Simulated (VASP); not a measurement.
Input of a VASP 6.6.1 run:

INCAR

```
SYSTEM = Sb
  PREC = Accurate
  ENCUT = 520
  EDIFF = 1E-6
  ISMEAR = -1
  SIGMA = 0.08
  LREAL = .False.
  LASPH = .True.
  NELM = 80
  ALGO = Normal
  ISIF = 2
  LWAVE = .False.
  LCHARG = .True.
  GGA = PE
  LELF = .True.
  LVHAR = .True.
  NBANDS = 8
```

File KPOINTS:

```
Automatic mesh
0
Gamma
  15 15 15
  0 0 0
```

POSCAR

```
Sb
1.0
    0.0000000000      2.3959653716      2.3959653716
    2.3959653716      0.0000000000      2.3959653716
    2.3959653716      2.3959653716      0.0000000000
Sb
1
Direct
    0.0000000000      0.0000000000      0.0000000000
```

Potentials or basis: VASP PAW PBE potentials, release 64 (Sb).

Run with:

```sh
$ cat potpaw_PBE.64/Sb/POTCAR > POTCAR
$ mpirun -np 1 vasp_std > vasp.out
```

Q: Estimate the pressure.

A: -0.1 GPa.
